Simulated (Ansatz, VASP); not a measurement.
One calculation of P, two programs

```
P
1.0
     1.85898    1.07328    2.69708
    -1.85898    1.07328    2.69708
     0.00000   -2.14657    2.69708
P
2
Cartesian
  0.0000 0.0000 1.8374
  0.0000 0.0000 6.2539
```

Alike in both runs: task single point; functional PBEsol; k mesh 18 × 18 × 18; occupations gaussian, width 0.15 eV; no spin polarisation.

```csv
,VASP,Ansatz
version,VASP 6.6.1,Ansatz 0.2.0
potentials or method,"VASP PAW PBE potentials, release 64 (P), cutoff 520 eV","scalar-relativistic, plane waves, PAW"
valence electrons in the cell,10,10
```

```csv
,VASP,Ansatz,Ansatz less VASP
gap on the k mesh at the Fermi level (eV),none,none,-
pressure (GPa),-7.0,-7.1,-0.06
"traceless stress, the component that is largest in VASP (GPa)",11.99,11.87,-0.125
rms of the force components (eV/Å),0.343,0.350,+0.0067
```

VASP's potentials were made for PBE, not for PBEsol. Atom by atom the forces differ by 0.007 eV/Å (rms over components). A gap of «none» marks a metal or a gap that the smearing closes. The functional is the same, so the differences come from potentials, cutoffs and numerics.
